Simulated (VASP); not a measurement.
# InAs (F-43m) in VASP: further runs, part 3 of 3

VASP 6.6.1. Earlier steps stand in the parts before.

## (5) Single point, r2SCAN (29.36 Å³/atom)

This run uses another cell than the first one, of 29.36 Å³/atom.

Contents of POSCAR:

```
InAs
1.0
    0.0000000000      3.0848359079      3.0848359079
    3.0848359079      0.0000000000      3.0848359079
    3.0848359079      3.0848359079      0.0000000000
In As
1 1
Direct
    0.0000000000      0.0000000000      0.0000000000
    0.2500000000      0.2500000000      0.2500000000
```

Contents of INCAR.step1:

```
ALGO = Normal
EDIFF = 1E-4
ENCUT = 520
GGA = PE
ISMEAR = -1
LASPH = T
LCHARG = F
LREAL = F
LWAVE = T
NBANDS = 16
NELM = 60
PREC = Accurate
SIGMA = 0.02
```

Contents of INCAR.step2:

```
ALGO = Normal
EDIFF = 1E-6
ENCUT = 520
ISIF = 2
ISMEAR = -1
ISTART = 1
LASPH = T
LCHARG = F
LMIXTAU = T
LREAL = F
LWAVE = F
METAGGA = R2SCAN
NBANDS = 16
NELM = 60
PREC = Accurate
SIGMA = 0.02
```

Contents of KPOINTS:

```
k-points
0
Gamma
  6 6 6
```

Potentials or basis: VASP PAW PBE potentials, release 64 (In_d, As).

Launch:

```bash
$ cat potpaw_PBE.64/In_d/POTCAR potpaw_PBE.64/As/POTCAR > POTCAR
$ cp INCAR.step1 INCAR
$ mpirun -np 1 vasp_std > vasp.out
$ cp INCAR.step2 INCAR
$ mpirun -np 1 vasp_std > vasp.out
```

OUTCAR:

```text
EDIFF = 1E-6
   ENCUT = 520
   ISIF = 2
   ISMEAR = -1
   ISTART = 1
   LASPH = T
   LREAL = F
   METAGGA = R2SCAN
   NELM = 60
   PREC = Accurate

 ion  position               nearest neighbor table
   1  0.000  0.000  0.000-   2 2.67   2 2.67   2 2.67   2 2.67
   2  0.250  0.250  0.250-   1 2.67   1 2.67   1 2.67   1 2.67

  LATTYP: Found a face centered cubic cell.
 ALAT       =     6.1696718158

  Lattice vectors:

 A1 = (   0.0000000000,   3.0848359079,   3.0848359079)
 A2 = (   3.0848359079,   0.0000000000,   3.0848359079)
 A3 = (   3.0848359079,   3.0848359079,   0.0000000000)

Analysis of symmetry for initial positions (statically):
=====================================================================
 Subroutine PRICEL returns:
 Original cell was already a primitive cell.

 Routine SETGRP: Setting up the symmetry group for a
 face centered cubic supercell.

 Subroutine GETGRP returns: Found 24 space group operations
 (whereof 24 operations were pure point group operations)
 out of a pool of 48 trial point group operations.

The static configuration has the point symmetry T_d .

Analysis of symmetry for dynamics (positions and initial velocities):
=====================================================================
 Subroutine PRICEL returns:
 Original cell was already a primitive cell.

 Routine SETGRP: Setting up the symmetry group for a
 face centered cubic supercell.

 Subroutine GETGRP returns: Found 24 space group operations
 (whereof 24 operations were pure point group operations)
 out of a pool of 48 trial point group operations.

The dynamic configuration has the point symmetry T_d .

 Subroutine INISYM returns: Found 24 space group operations
 (whereof 24 operations are pure point group operations),
 and found     1 'primitive' translations

----------------------------------------------------------------------------------------

[... 100 lines left out ...]
   IALGO  =     38    algorithm
   IMIX   =      4    mixing-type and parameters
     AMIX     =   0.40;   BMIX     =  1.00
     AMIX_MAG =   1.60;   BMIX_MAG =  1.00
  volume/ion in A,a.u.               =      29.36       198.10
  Fermi-wavevector in a.u.,A,eV,Ry     =   1.103884  2.086039 16.579526  1.218561
  Thomas-Fermi vector in A             =   2.240349
   LORBIT       =      0    0 simple, 1 ext, 2 COOP (PROOUT), +10 PAW based schemes
   METAGGA = R2SCAN    functional components
   LHFCALC =     F    Hartree Fock is set to
   AEXX    =    0.0000 exact exchange contribution
   IVDW    =     0    specifies the selected vdW correction
   LEPSILON=     F    determine dielectric tensor
   LRPA    =     F    only Hartree local field effects (RPA)
 non-spin polarized calculation
  energy-cutoff  :      520.00
  volume of cell :       58.71
 maximum number of plane-waves:      1596
   NGX = 17   NGY = 17   NGZ = 17

 number of electron      18.0000008 magnetization

 Free energy of the ion-electron system (eV)
  ---------------------------------------------------
  ext. energy  EPLUGINS =         0.00000000
  ---------------------------------------------------
  free energy    TOTEN  =       -38.03750998 eV

  energy without entropy =      -38.03714924  energy(sigma->0) =      -38.03732961

 E-fermi :   3.6997     XC(G=0):  -9.3803

 val. band max:        3.6856369297   @ k =   0.0000   0.0000   0.0000
 cond. band min:       4.8573936399   @ k =   0.5000   0.0000   0.0000
 fundamental gap:      1.1717567102
 Fermi energy:         3.6997209119

 k-point     1 :       0.0000    0.0000    0.0000
  band No.  band energies     occupation
      1     -11.0630      2.00000
      2     -11.0630      2.00000
      3     -11.0630      2.00000
      4     -10.9409      2.00000
      5     -10.9409      2.00000
      6      -8.2308      2.00000
[... 281 lines left out ...]
      3     -10.9955      2.00000
      4     -10.9597      2.00000
      5     -10.9287      2.00000
      6      -6.3391      2.00000
[... 8 lines left out ...]
     15      15.5870      0.00000
     16      15.9415      0.00000

------------------------ aborting loop because EDIFF is reached ----------------------------------------

  FORCE on cell =-STRESS in cart. coord.  units (eV):
  Direction    XX          YY          ZZ          XY          YZ          ZX
  --------------------------------------------------------------------------------------
  -------------------------------------------------------------------------------------
  Total       -0.5521373     -0.5521373     -0.5521373      0.0000000     -0.0000000      0.0000000
  in kB      -15.0671612    -15.0671612    -15.0671612      0.0000000     -0.0000000      0.0000000
  external PRESSURE =     -15.0671612 kB  Pullay stress =       0.0000000 kB

 VOLUME and BASIS-vectors are now :
 -----------------------------------------------------------------------------
  energy-cutoff  :      520.00
  volume of cell :       58.71
      direct lattice vectors                 reciprocal lattice vectors
     0.000000000  3.084835908  3.084835908    -0.162083176  0.162083176  0.162083176
     3.084835908  0.000000000  3.084835908     0.162083176 -0.162083176  0.162083176
     3.084835908  3.084835908  0.000000000     0.162083176  0.162083176 -0.162083176

 POSITION                                       TOTAL-FORCE (eV/Angst)
 -----------------------------------------------------------------------------------
      0.00000      0.00000      0.00000         0.000000      0.000000     -0.000000
      1.54242      1.54242      1.54242        -0.000000     -0.000000      0.000000
 -----------------------------------------------------------------------------------
    total drift:                               -0.000001     -0.000001     -0.000001

  FREE ENERGIE OF THE ION-ELECTRON SYSTEM (eV)
  ---------------------------------------------------
  free  energy   TOTEN  =       -38.0375099755 eV

  energy  without entropy=      -38.0371492441  energy(sigma->0) =      -38.03732961
```

OUTCAR.step1:

```text
EDIFF = 1E-4
   ENCUT = 520
   GGA = PE
   ISMEAR = -1
   LASPH = T
   LREAL = F
[... 511 lines left out ...]
 -----------------------------------------------------------------------------------
      0.00000      0.00000      0.00000         0.000000     -0.000000     -0.000000
      1.54242      1.54242      1.54242        -0.000000      0.000000      0.000000
 -----------------------------------------------------------------------------------
    total drift:                               -0.000000     -0.000000     -0.000000

  FREE ENERGIE OF THE ION-ELECTRON SYSTEM (eV)
  ---------------------------------------------------
  free  energy   TOTEN  =        -7.7014955648 eV

  energy  without entropy=       -7.7011419304  energy(sigma->0) =       -7.70131875
```

Run time: 83 s. Hardware: 1 thread of AMD EPYC 7R13, shared host; peak memory 0.16 GiB.

Results:

```
Free energy            : -38.0375 eV
Pressure               : -1.5 GPa
Band gap on the k mesh : zero (filled and empty bands touch)
```

Levels at points of the mesh, in eV from the Fermi level:
| k point | band 5 | band 6 | band 7 | band 8 | band 9 | band 10 | band 11 | band 12 | band 13 | band 14 |
| --- | --- | --- | --- | --- | --- | --- | --- | --- | --- | --- |
| (0.00, 0.00, 0.00) | -14.64 | -11.93 | -0.10 | -0.01 | -0.01 | -0.01 | 4.22 | 4.22 | 4.22 | 7.81 |
| (0.50, 0.00, 0.00) | -14.63 | -10.57 | -5.59 | -0.94 | -0.94 | 1.16 | 4.99 | 4.99 | 7.17 | 9.32 |
| (0.50, 0.50, 0.00) | -14.62 | -10.07 | -5.70 | -2.21 | -2.21 | 1.90 | 2.31 | 9.41 | 9.49 | 9.49 |

Caveat: semilocal functionals underestimate gaps, so a narrow gap can read as zero; the PAW data sets were made with another functional, which shifts forces and pressure a little; spin-orbit coupling is left out, which moves the levels of the heavy elements.

## (6) Single point, r2SCAN (30.21 Å³/atom)

This run uses another cell than the first one, of 30.21 Å³/atom.

Contents of POSCAR:

```
InAs
1.0
    0.0000000000      3.1144996114      3.1144996114
    3.1144996114      0.0000000000      3.1144996114
    3.1144996114      3.1144996114      0.0000000000
In As
1 1
Direct
    0.0000000000      0.0000000000      0.0000000000
    0.2500000000      0.2500000000      0.2500000000
```

Contents of INCAR.step1:

```
PREC     = Accurate       # precision mode
ENCUT    = 520            # plane-wave cutoff, eV
ISMEAR   = -1             # smearing method
SIGMA    = 0.02           # smearing width, eV
LREAL    = F              # projectors in reciprocal space
LASPH    = T              # aspherical terms in the spheres
NELM     = 60             # most SCF steps
NBANDS   = 16             # bands
GGA      = PE             # functional
ALGO     = Normal         # electronic algorithm
EDIFF    = 1E-4           # SCF threshold, eV
LWAVE    = T              # write WAVECAR
LCHARG   = F              # write CHGCAR
```

Contents of INCAR.step2:

```
PREC     = Accurate       # precision mode
ENCUT    = 520            # plane-wave cutoff, eV
EDIFF    = 1E-7           # SCF threshold, eV
ISMEAR   = -1             # smearing method
SIGMA    = 0.02           # smearing width, eV
LREAL    = F              # projectors in reciprocal space
LASPH    = T              # aspherical terms in the spheres
NELM     = 60             # most SCF steps
ALGO     = Normal         # electronic algorithm
ISIF     = 2              # what is computed and relaxed
LWAVE    = F              # write WAVECAR
LCHARG   = T              # write CHGCAR
METAGGA  = R2SCAN         # meta-GGA
LMIXTAU  = T            
LELF     = T              # ELF
LVHAR    = T            
NBANDS   = 16             # bands
ISTART   = 1
```

Contents of KPOINTS:

```
Automatic mesh
0
Gamma
  6 6 6
```

Potentials or basis: VASP PAW PBE potentials, release 64 (In_d, As).

Launch:

```bash
$ cat potpaw_PBE.64/In_d/POTCAR potpaw_PBE.64/As/POTCAR > POTCAR
$ cp INCAR.step1 INCAR
$ mpirun -np 1 vasp_std > vasp.out
$ cp INCAR.step2 INCAR
$ mpirun -np 1 vasp_std > vasp.out
```

Run time: 2.8 min. Hardware: 1 thread of AMD EPYC 7R13, shared host; peak memory 0.2 GiB.

It converged, with:

```
Free energy            : -38.0144 eV
Pressure               : -2.9 GPa
Band gap on the k mesh : zero (filled and empty bands touch)
```

Levels at points of the mesh, in eV from the Fermi level:
```csv
k point,band 7,band 8,band 9,band 10,band 11,band 12
"(0.00, 0.00, 0.00)",-0.25,-0.01,-0.01,-0.01,4.20,4.20
"(0.50, 0.00, 0.00)",-5.46,-0.90,-0.90,1.09,4.96,4.96
"(0.50, 0.50, 0.00)",-5.58,-2.12,-2.12,1.94,2.29,9.22
```

Caveat: semilocal functionals underestimate gaps, so a narrow gap can read as zero; the PAW data sets were made with another functional, which shifts forces and pressure a little; spin-orbit coupling is left out, which moves the levels of the heavy elements.

## (7) The runs side by side

```csv
cell,gap on the mesh (eV),pressure (GPa)
"a = 4.232 Å, angles 60.0°, 2 atoms",0.42,4.1
"a = 4.276 Å, angles 60.0°, 2 atoms",0.25,1.9
"a = 4.320 Å, angles 60.0°, 2 atoms",0.08,0.0
"a = 4.363 Å, angles 60.0°, 2 atoms",none,-1.5
"a = 4.405 Å, angles 60.0°, 2 atoms",none,-2.9
```

Alike in all rows: task single point; level r2SCAN; potentials or basis VASP PAW PBE potentials, release 64 (In_d, As); no spin polarisation; k mesh 6 × 6 × 6; cutoff (eV) 520; smearing fermi-dirac 0.02 eV.

Caveats: the PAW data sets were made with another functional, which shifts forces and pressure a little; spin-orbit coupling is left out, which moves the levels of the heavy elements; semilocal functionals underestimate gaps, so a narrow gap can read as zero (at least some runs); the cell stands under pressure (at least some runs).

Total energies depend on the potentials used, so only differences within one code and one set of settings carry meaning.
